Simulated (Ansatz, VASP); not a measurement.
**Zr in VASP and in Ansatz**

INCAR

```
SYSTEM = Zr
PREC = Accurate
ENCUT = 520
EDIFF = 1E-7
ISMEAR = 0
SIGMA = 0.15
LREAL = .False.
LASPH = .True.
NELM = 60
ALGO = Fast
ISIF = 2
LWAVE = .False.
LCHARG = .False.
GGA = PS
NBANDS = 19
```

File KPOINTS:

```
Automatic mesh
0
Gamma
  18 18 10
  0 0 0
```

POSCAR

```
Zr
1.0
    3.1309313956      0.0000000000      0.0000000000
   -1.5654656978      2.7114661261      0.0000000000
    0.0000000000      0.0000000000      5.4846547126
Zr
2
Direct
    0.3333333333      0.6666666667      0.2500000000
    0.6666666667      0.3333333333      0.7500000000
```

Input for Ansatz:

```yaml
crystal:
  lattice:
    - [3.1309313956, 0.0, 0.0]
    - [-1.5654656978, 2.7114661261, 0.0]
    - [0.0, 0.0, 5.4846547126]
  atoms:
    - { symbol: Zr, position: [0.3333333333, 0.6666666667, 0.25] }
    - { symbol: Zr, position: [0.6666666667, 0.3333333333, 0.75] }
basis:
  ecutwfc: 420
kpoints:
  mp_grid: { grid: [18, 18, 10] }
hamiltonian:
  xc: pbesol
scf:
  occupations: { method: gaussian, width: 0.15 }
output:
  forces: true
  stress: true
  eigenvalues: true
```

Alike in both runs: task single point; functional PBEsol; k mesh 18 × 18 × 10; occupations gaussian, width 0.15 eV; no spin polarisation.

|  | VASP | Ansatz |
| --- | --- | --- |
| version | VASP 6.6.1 | Ansatz 0.2.0 |
| potentials or method | VASP PAW PBE potentials, release 64 (Zr_sv), cutoff 520 eV | scalar-relativistic, plane waves, PAW |
| valence electrons in the cell | 24 | 24 |

```csv
,VASP,Ansatz,Ansatz less VASP
gap on the k mesh at the Fermi level (eV),none,none,-
pressure (GPa),-3.7,-3.7,-0.05
"traceless stress, the component that is largest in VASP (GPa)",-3.80,-3.78,+0.019
```

VASP's potentials were made for PBE, not for PBEsol. A gap of «none» marks a metal or a gap that the smearing closes.
